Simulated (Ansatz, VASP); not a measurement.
**MgSe: VASP beside Ansatz**

The input POSCAR:

```
MgSe
1.0
    0.0000000000      2.7362693767      2.7362693767
    2.7362693767      0.0000000000      2.7362693767
    2.7362693767      2.7362693767      0.0000000000
Mg Se
1 1
Direct
    0.0000000000      0.0000000000      0.0000000000
    0.5000000000      0.5000000000      0.5000000000
```

INCAR.step1

```
SYSTEM = MgSe
ALGO = Normal
EDIFF = 1E-5
ENCUT = 660
GGA = PE
GGA_COMPAT = .False.
ISMEAR = 1
LASPH = .True.
LCHARG = .False.
LREAL = .False.
LWAVE = .True.
NBANDS = 11
NELM = 120
PREC = Accurate
SIGMA = 0.001
```

File INCAR.step2:

```
SYSTEM = MgSe
ALGO = Normal
EDIFF = 1E-6
ENCUT = 660
GGA_COMPAT = .False.
ISIF = 2
ISMEAR = 1
ISTART = 1
LASPH = .True.
LCHARG = .False.
LMIXTAU = .True.
LREAL = .False.
LWAVE = .False.
METAGGA = R2SCAN
NBANDS = 11
NELM = 120
PREC = Accurate
SIGMA = 0.001
```

The input KPOINTS:

```
k-points
0
Gamma
  6 6 6
  0 0 0
```

Input for Ansatz:

```yaml
crystal:
  lattice:
    - [0.0, 2.7362693767, 2.7362693767]
    - [2.7362693767, 0.0, 2.7362693767]
    - [2.7362693767, 2.7362693767, 0.0]
  atoms:
    - { symbol: Mg, position: [0.0, 0.0, 0.0] }
    - { symbol: Se, position: [0.5, 0.5, 0.5] }
kpoints:
  mp_grid: { grid: [6, 6, 6] }
hamiltonian:
  xc: r2scan
scf:
  occupations: { method: cold, width: 0.001 }
  n_extra_bands: 4
output:
  forces: true
  stress: true
  eigenvalues: true
```

Alike in both runs: task single point; functional r2SCAN; k mesh 6 × 6 × 6; no spin polarisation.

|  | VASP | Ansatz |
| --- | --- | --- |
| version | VASP 6.6.1 | Ansatz 0.2.0 |
| potentials or method | VASP PAW PBE potentials, release 64 (Mg, Se) | plane waves |
| plane-wave cutoff (eV) | 660 | 500 |
| occupations | methfessel-paxton of order 1, width 0.001 eV | cold, width 0.001 eV |
| valence electrons in the cell | 8 | 26 |

|  | VASP | Ansatz | Ansatz less VASP |
| --- | --- | --- | --- |
| gap on the k mesh at the Fermi level (eV) | 2.44 | 2.48 | +0.037 |
| pressure (GPa) | -0.3 | 0.0 | +0.30 |

VASP's potentials were made for PBE, not for r2SCAN. VASP's potentials hold 8 valence electrons a cell and Ansatz's 26, so a difference there can come from the potentials and not from the codes.
